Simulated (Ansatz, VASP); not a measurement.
One calculation of BN, two programs

The input INCAR:

```
PREC = Accurate
ENCUT = 520
EDIFF = 1E-6
ISMEAR = 0
SIGMA = 0.05
LREAL = False
LASPH = True
NELM = 60
ALGO = Normal
ISIF = 2
LWAVE = False
LCHARG = False
GGA = CA
IBRION = 2
NSW = 50
EDIFFG = -0.01
```

The input KPOINTS:

```
Automatic mesh
0
Gamma
  12 12 4
```

Contents of POSCAR:

```
BN
1.0
    2.5796742231      0.0000000000      0.0000000000
   -1.2898371116      2.1549757989      0.0000000000
    0.0000000000      0.0000000000      6.7336479570
B N
2 2
Direct
    0.3333333333      0.6666666667      0.2500000000
    0.6666666667      0.3333333333      0.7500000000
    0.3333333333      0.6666666667      0.7500000000
    0.6666666667      0.3333333333      0.2500000000
```

Input for Ansatz:

```yaml
crystal:
  lattice:
    - [2.5796742231, 0.0, 0.0]
    - [-1.2898371116, 2.1549757989, 0.0]
    - [0.0, 0.0, 6.733647957]
  atoms:
    - { symbol: B, position: [0.3333333333, 0.6666666667, 0.25] }
    - { symbol: B, position: [0.6666666667, 0.3333333333, 0.75] }
    - { symbol: "N", position: [0.3333333333, 0.6666666667, 0.75] }
    - { symbol: "N", position: [0.6666666667, 0.3333333333, 0.25] }
basis:
  ecutwfc: 520.0
kpoints:
  mp_grid: { grid: [12, 12, 4] }
hamiltonian:
  xc: lda
  pseudopotentials: { kind: paw, azcp: { folder: soft_1 } }
scf:
  occupations: { method: gaussian, width: 0.05 }
output:
  forces: true
  stress: true
  eigenvalues: true
relax:
  adjacent_minimum: "off"
  f_tol: 0.01
  max_steps: 30
```

Change from the starting cell: normal strain along x +0.0367, normal strain along z +0.0367.

Alike in both runs: task relaxation of the atoms; functional LDA; k mesh 12 × 12 × 4; occupations gaussian, width 0.05 eV; no spin polarisation.

|  | VASP | Ansatz |
| --- | --- | --- |
| version | VASP 6.6.1 | Ansatz 0.2.0 |
| potentials or method | VASP PAW LDA potentials, release 64 (B, N), cutoff 520 eV | scalar-relativistic, plane waves, PAW |
| valence electrons in the cell | 16 | 16 |

|  | VASP | Ansatz | Ansatz less VASP |
| --- | --- | --- | --- |
| gap on the k mesh at the Fermi level, each at its own relaxed structure (eV) | 3.90 | 3.95 | +0.044 |

Ansatz warns that its potentials were made for another functional, while VASP's fit it. LDA's correlation is that of Perdew and Zunger in VASP and of Perdew and Wang (1992) in Ansatz. Ansatz's warnings: stress scf threshold loose.
